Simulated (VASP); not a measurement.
# Si3Bi (Im-3m) in VASP: notebook

Runs on Si3Bi. Level: PBE. Tasks: single point, relaxation of cell and atoms.

Program: VASP 6.6.1. These are calculated values, not measurements. Logs are shortened: lines on timing, memory, paths and dates and some standing lists are left out, and cuts for length are marked.

## (1) The cell of the first run

Symmetry: Im-3m, No. 229, cubic system. Conventional cell: a = 5.465 Å, b = 5.465 Å, c = 5.465 Å, α = 90.00°, β = 90.00°, γ = 90.00°. Si (site symmetry 4/mmm) has 4 Si at 2.73 Å and 2 Bi at 2.73 Å within 3.6 Å. Bi (site symmetry m-3m) has 6 Si at 2.73 Å within 3.6 Å.

The cell was built from a structure type or drawn by symmetry, and may not be a known phase.

## (2) Single point, PBE

INCAR

```
SYSTEM = Si3Bi
ALGO = Normal
EDIFF = 1E-7
ENCUT = 520
GGA = PE
ISIF = 2
ISMEAR = 0
LASPH = .TRUE.
LCHARG = .TRUE.
LELF = .TRUE.
LREAL = .FALSE.
LVHAR = .TRUE.
LWAVE = .FALSE.
NBANDS = 22
NELM = 80
PREC = Accurate
SIGMA = 0.1
```

KPOINTS

```
k-points
0
G
  4 4 4
  0 0 0
```

POSCAR

```
Si3Bi
1.0
   -2.7323047800      2.7323047800      2.7323047800
    2.7323047800     -2.7323047800      2.7323047800
    2.7323047800      2.7323047800     -2.7323047800
Si Bi
3 1
Direct
    0.0000000000      0.5000000000      0.5000000000
    0.5000000000      0.0000000000      0.5000000000
    0.5000000000      0.5000000000      0.0000000000
    0.0000000000      0.0000000000      0.0000000000
```

Potentials or basis: VASP PAW PBE potentials, release 64 (Si, Bi_d).

The run is started by

```sh
> cat potpaw_PBE.64/Si/POTCAR potpaw_PBE.64/Bi_d/POTCAR > POTCAR
> mpirun -np 1 vasp_std > vasp.out
```

OUTCAR:

```text
SYSTEM = Si3Bi
   EDIFF = 1E-7
   ENCUT = 520
   GGA = PE
   ISIF = 2
   ISMEAR = 0
   LASPH = .TRUE.
   LREAL = .FALSE.
   NELM = 80
   PREC = Accurate

 ion  position               nearest neighbor table
   1  0.000  0.500  0.500-   2 2.73   3 2.73   4 2.73   4 2.73   3 2.73   2 2.73
   2  0.500  0.000  0.500-   1 2.73   3 2.73   4 2.73   3 2.73   4 2.73   1 2.73
   3  0.500  0.500  0.000-   1 2.73   2 2.73   4 2.73   2 2.73   1 2.73   4 2.73
   4  0.000  0.000  0.000-   1 2.73   2 2.73   3 2.73   1 2.73   2 2.73   3 2.73

  LATTYP: Found a body centered cubic cell.
 ALAT       =     5.4646095600

  Lattice vectors:

 A1 = (  -2.7323047800,   2.7323047800,   2.7323047800)
 A2 = (   2.7323047800,  -2.7323047800,   2.7323047800)
 A3 = (   2.7323047800,   2.7323047800,  -2.7323047800)

Analysis of symmetry for initial positions (statically):
=====================================================================
 Subroutine PRICEL returns:
 Original cell was already a primitive cell.

 Routine SETGRP: Setting up the symmetry group for a
 body centered cubic supercell.

 Subroutine GETGRP returns: Found 48 space group operations
 (whereof 48 operations were pure point group operations)
 out of a pool of 48 trial point group operations.

The static configuration has the point symmetry O_h .

Analysis of symmetry for dynamics (positions and initial velocities):
=====================================================================
 Subroutine PRICEL returns:
 Original cell was already a primitive cell.

 Routine SETGRP: Setting up the symmetry group for a
 body centered cubic supercell.

 Subroutine GETGRP returns: Found 48 space group operations
 (whereof 48 operations were pure point group operations)
 out of a pool of 48 trial point group operations.

The dynamic configuration has the point symmetry O_h .

 Subroutine INISYM returns: Found 48 space group operations
 (whereof 48 operations are pure point group operations),
 and found     1 'primitive' translations

----------------------------------------------------------------------------------------

                                     Primitive cell

  volume of cell :      81.5920

  direct lattice vectors                    reciprocal lattice vectors
    -2.732304780  2.732304780  2.732304780     0.000000000  0.182995691  0.182995691
     2.732304780 -2.732304780  2.732304780     0.182995691  0.000000000  0.182995691
     2.732304780  2.732304780 -2.732304780     0.182995691  0.182995691  0.000000000

  length of vectors
     4.732490701  4.732490701  4.732490701     0.258794987  0.258794987  0.258794987

  position of ions in fractional coordinates (direct lattice)
     0.000000000  0.500000000  0.500000000
     0.500000000  0.000000000  0.500000000
     0.500000000  0.500000000  0.000000000
     0.000000000  0.000000000  0.000000000

  ion indices of the primitive-cell ions
   primitive index   ion index
                 1           1
                 2           2
                 3           3
                 4           4

----------------------------------------------------------------------------------------

 KPOINTS: k-points

Automatic generation of k-mesh.
 Grid dimensions read from file:
 generate k-points for:    4    4    4

 Generating k-lattice:

  Cartesian coordinates                     Fractional coordinates (reciprocal lattice)
     0.000000000  0.045748923  0.045748923     0.250000000  0.000000000  0.000000000
     0.045748923  0.000000000  0.045748923     0.000000000  0.250000000  0.000000000
     0.045748923  0.045748923  0.000000000     0.000000000  0.000000000  0.250000000

  Length of vectors
     0.064698747  0.064698747  0.064698747

  Shift w.r.t. Gamma in fractional coordinates (k-lattice)
     0.000000000  0.000000000  0.000000000

 Subroutine IBZKPT returns following result:
 ===========================================

 Found      8 irreducible k-points:

 Following reciprocal coordinates:
            Coordinates               Weight
  0.000000  0.000000  0.000000      1.000000
  0.250000  0.000000  0.000000     12.000000
  0.500000  0.000000  0.000000      6.000000
  0.250000  0.250000  0.000000     24.000000
  0.250000  0.250000  0.250000      2.000000
 -0.250000  0.250000  0.250000      6.000000
  0.500000  0.500000  0.250000     12.000000
  0.500000  0.500000  0.500000      1.000000
   k-points           NKPTS =      8   k-points in BZ     NKDIM =      8   number of bands    NBANDS=     22
   number of dos      NEDOS =    301   number of ions     NIONS =      4
   total plane-waves  NPLWV =  46656
   dimension x,y,z NGX =    36 NGY =   36 NGZ =   36
   dimension x,y,z NGXF=    72 NGYF=   72 NGZF=   72
   ions per type =               3   1
   NGX,Y,Z   is equivalent  to a cutoff of  12.65, 12.65, 12.65 a.u.
   NGXF,Y,Z  is equivalent  to a cutoff of  25.29, 25.29, 25.29 a.u.
 SYSTEM =  Si3Bi
   PREC   = accura    normal or accurate (medium, high low for compatibility)
   ISTART =      0    job   : 0-new  1-cont  2-samecut
   ICHARG =      2    charge: 1-file 2-atom 10-const
   ISPIN  =      1    spin polarized calculation?
   LNONCOLLINEAR =      F non collinear calculations
   LSORBIT =      F    spin-orbit coupling
   LASPH  =      T    aspherical Exc in radial PAW
   ENCUT  =  520.0 eV  38.22 Ry    6.18 a.u.   8.80  8.80  8.80*2*pi/ulx,y,z
   NELM   =     80;   NELMIN=  2; NELMDL= -5     # of ELM steps
   EDIFF  = 0.1E-06   stopping-criterion for ELM
   LREAL  =      F    real-space projection
   EDIFFG = 0.1E-05   stopping-criterion for IOM
   NSW    =      0    number of steps for IOM
   IBRION =     -1    ionic relax: 0-MD 1-quasi-New 2-CG
   NFREE  =      0    steps in history (QN), initial steepest desc. (CG)
   ISIF   =      2    stress and relaxation
   ISYM   =      2    0-nonsym 1-usesym 2-fastsym
   POTIM  = 0.5000    time-step for ionic-motion
   TEBEG  =    0.0;   TEEND  =   0.0 temperature during run
   PSTRESS=    0.0 pullay stress
   NELECT =      27.0000    total number of electrons
   NUPDOWN=      -1.0000    fix difference up-down
   EMIN   =  10.00;   EMAX   =-10.00  energy-range for DOS
   EFERMI =   0.00;   METHOD = LEGACY
   ISMEAR =     0;   SIGMA  =   0.10  broadening in eV -4-tet -1-fermi 0-gaus
   EFERMI_NEDOS =   21; number of points for ismear=-14 and -15
   IALGO  =     38    algorithm
   IMIX   =      4    mixing-type and parameters
     AMIX     =   0.40;   BMIX     =  1.00
     AMIX_MAG =   1.60;   BMIX_MAG =  1.00
  volume/ion in A,a.u.               =      20.40       137.65
  Fermi-wavevector in a.u.,A,eV,Ry     =   1.132349  2.139829 17.445582  1.282214
  Thomas-Fermi vector in A             =   2.269050
   LORBIT       =      0    0 simple, 1 ext, 2 COOP (PROOUT), +10 PAW based schemes
   GGA     = PE    functional components
   LHFCALC =     F    Hartree Fock is set to
   AEXX    =    0.0000 exact exchange contribution
   IVDW    =     0    specifies the selected vdW correction
   LEPSILON=     F    determine dielectric tensor
   LRPA    =     F    only Hartree local field effects (RPA)
 non-spin polarized calculation
 Gauss-broadening in eV      SIGMA  =   0.10
  energy-cutoff  :      520.00
  volume of cell :       81.59
 maximum number of plane-waves:      2214
   NGX = 17   NGY = 17   NGZ = 17

 number of electron      27.0000008 magnetization

 Free energy of the ion-electron system (eV)
  ---------------------------------------------------
  ext. energy  EPLUGINS =         0.00000000
  ---------------------------------------------------
  free energy    TOTEN  =       -17.70043494 eV

  energy without entropy =      -17.67991518  energy(sigma->0) =      -17.69017506

 E-fermi :   7.5132     XC(G=0): -10.3920

 val. band max:        7.4835978316   @ k =   0.2500   0.2500   0.0000
 cond. band min:       7.6510062432   @ k =   0.5000   0.5000   0.5000
 fundamental gap:      0.1674084117
 Fermi energy:         7.5131644516

 k-point     1 :       0.0000    0.0000    0.0000
  band No.  band energies     occupation
      1     -15.1214      2.00000
      2     -15.1214      2.00000
      3     -15.0434      2.00000
      4     -15.0434      2.00000
      5     -15.0434      2.00000
      6      -5.6848      2.00000
[... 14 lines left out ...]
     21      13.7155      0.00000
     22      15.6284      0.00000

 k-point     2 :       0.2500    0.0000    0.0000
  band No.  band energies     occupation
      1     -15.1223      2.00000
      2     -15.1200      2.00000
      3     -15.0443      2.00000
      4     -15.0421      2.00000
      5     -15.0394      2.00000
      6      -5.1788      2.00000
[... 14 lines left out ...]
     21      14.3136      0.00000
     22      16.2117      0.00000

 k-point     3 :       0.5000    0.0000    0.0000
  band No.  band energies     occupation
      1     -15.1233      2.00000
      2     -15.1186      2.00000
      3     -15.0451      2.00000
      4     -15.0407      2.00000
      5     -15.0353      2.00000
      6      -4.3159      2.00000
[... 14 lines left out ...]
     21      14.7691      0.00000
     22      15.2609      0.00000

 k-point     4 :       0.2500    0.2500    0.0000
  band No.  band energies     occupation
      1     -15.1221      2.00000
      2     -15.1198      2.00000
      3     -15.0438      2.00000
      4     -15.0405      2.00000
      5     -15.0369      2.00000
      6      -4.3841      2.00000
[... 14 lines left out ...]
     21      13.9962      0.00000
     22      14.1208      0.00000

 k-point     5 :       0.2500    0.2500    0.2500
  band No.  band energies     occupation
      1     -15.1186      2.00000
      2     -15.1186      2.00000
      3     -15.0407      2.00000
      4     -15.0407      2.00000
      5     -15.0407      2.00000
      6      -3.9826      2.00000
[... 14 lines left out ...]
     21      10.4858      0.00000
     22      18.2770      0.00000

 k-point     6 :      -0.2500    0.2500    0.2500
  band No.  band energies     occupation
      1     -15.1255      2.00000
      2     -15.1210      2.00000
      3     -15.0402      2.00000
      4     -15.0402      2.00000
      5     -15.0398      2.00000
      6      -4.7348      2.00000
[... 14 lines left out ...]
     21      14.9249      0.00000
     22      14.9249      0.00000

 k-point     7 :       0.5000    0.5000    0.2500
  band No.  band energies     occupation
      1     -15.1265      2.00000
      2     -15.1242      2.00000
      3     -15.0407      2.00000
      4     -15.0385      2.00000
      5     -15.0358      2.00000
      6      -4.0819      2.00000
[... 14 lines left out ...]
     21      14.6981      0.00000
     22      15.8459      0.00000

 k-point     8 :       0.5000    0.5000    0.5000
  band No.  band energies     occupation
      1     -15.1299      2.00000
      2     -15.1299      2.00000
      3     -15.0363      2.00000
      4     -15.0363      2.00000
      5     -15.0363      2.00000
      6      -3.8432      2.00000
[... 14 lines left out ...]
     21      16.1324      0.00000
     22      16.4593      0.00000

------------------------ aborting loop because EDIFF is reached ----------------------------------------

  FORCE on cell =-STRESS in cart. coord.  units (eV):
  Direction    XX          YY          ZZ          XY          YZ          ZX
  --------------------------------------------------------------------------------------
  -------------------------------------------------------------------------------------
  Total        1.3639182      1.3639182      1.3639182      0.0000000      0.0000000     -0.0000000
  in kB       26.7825224     26.7825224     26.7825224      0.0000000      0.0000000     -0.0000000
  external PRESSURE =      26.7825224 kB  Pullay stress =       0.0000000 kB

 VOLUME and BASIS-vectors are now :
 -----------------------------------------------------------------------------
  energy-cutoff  :      520.00
  volume of cell :       81.59
      direct lattice vectors                 reciprocal lattice vectors
    -2.732304780  2.732304780  2.732304780     0.000000000  0.182995691  0.182995691
     2.732304780 -2.732304780  2.732304780     0.182995691  0.000000000  0.182995691
     2.732304780  2.732304780 -2.732304780     0.182995691  0.182995691  0.000000000

 POSITION                                       TOTAL-FORCE (eV/Angst)
 -----------------------------------------------------------------------------------
      2.73230      0.00000      0.00000         0.000000     -0.000000     -0.000000
      0.00000      2.73230      0.00000        -0.000000     -0.000000      0.000000
      0.00000      0.00000      2.73230         0.000000      0.000000      0.000000
      0.00000      0.00000      0.00000        -0.000000     -0.000000     -0.000000
 -----------------------------------------------------------------------------------
    total drift:                                0.000000     -0.000000     -0.000000

  FREE ENERGIE OF THE ION-ELECTRON SYSTEM (eV)
  ---------------------------------------------------
  free  energy   TOTEN  =       -17.7004349359 eV

  energy  without entropy=      -17.6799151832  energy(sigma->0) =      -17.69017506
```

Wall time 9.4 s (1 thread of Intel Xeon 6975P-C (Granite Rapids), shared host); peak memory 0.19 GiB.

Results:

```yaml
Free_energy: -17.7004 eV
Pressure: 2.7 GPa
Band_gap_on_the_k_mesh: zero (an odd number of electrons rules out a gap without spin polarisation)
```

Caveat: the k points lie up to 0.41 Å⁻¹ apart, too coarse for converged energies and pressures of a metal; spin-orbit coupling is left out, which moves the levels of the heavy elements.

[end of part 1 of 3]
